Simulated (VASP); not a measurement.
Write the native input for VASP 6.6.1 that does the following.

```
Task                   : single point
Functional             : PBE
Potentials or basis    : VASP PAW PBE potentials, release 64 (Al, N)
Cutoff                 : 520 eV
k mesh                 : 12 × 12 × 6
Occupations            : gaussian, width 0.05 eV
Spin                   : no spin polarisation
Dipole correction      : no
Further INCAR settings : ALGO = Normal; EDIFF = 1e-07; NBANDS = 16
```

The structure of AlN lies in POSCAR:

```
AlN
1.0
    3.2554491453      0.0000000000      0.0000000000
   -1.6277245727      2.8193016605      0.0000000000
    0.0000000000      0.0000000000      5.4194180270
Al N
2 2
Direct
    0.3333333333      0.6666666667      0.0017287175
    0.6666666667      0.3333333333      0.5017287175
    0.3333333333      0.6666666667      0.3832712825
    0.6666666667      0.3333333333      0.8832712825
```

This cell differs from its parent crystal: strain +0.040 along x and y, +0.080 along z.

These files were run (other wordings do the same):

INCAR

```
ALGO = Normal
EDIFF = 1E-7
ENCUT = 520
GGA = PE
ISIF = 2
ISMEAR = 0
LASPH = True
LCHARG = True
LELF = True
LREAL = False
LVHAR = True
LWAVE = False
NBANDS = 16
NELM = 80
PREC = Accurate
SIGMA = 0.05
```

KPOINTS

```
k-points
0
Gamma
  12 12 6
```

Potentials or basis: VASP PAW PBE potentials, release 64 (Al, N).

Command:

```bash
$ cat potpaw_PBE.64/Al/POTCAR potpaw_PBE.64/N/POTCAR > POTCAR
$ mpirun -np 1 vasp_std > vasp.out
```

It gave:

```yaml
Pressure: -21.9 GPa
Largest_force: 0.103 eV/Å
Band_gap_on_the_k_mesh: 2.80 eV
```

Caveat: the cell differs from its parent crystal (strain +0.040 along x and y, +0.080 along z); the cell stands under tension.

It took 84 s on 1 thread of Intel Xeon 8259CL (shared host), peak memory 0.19 GiB.
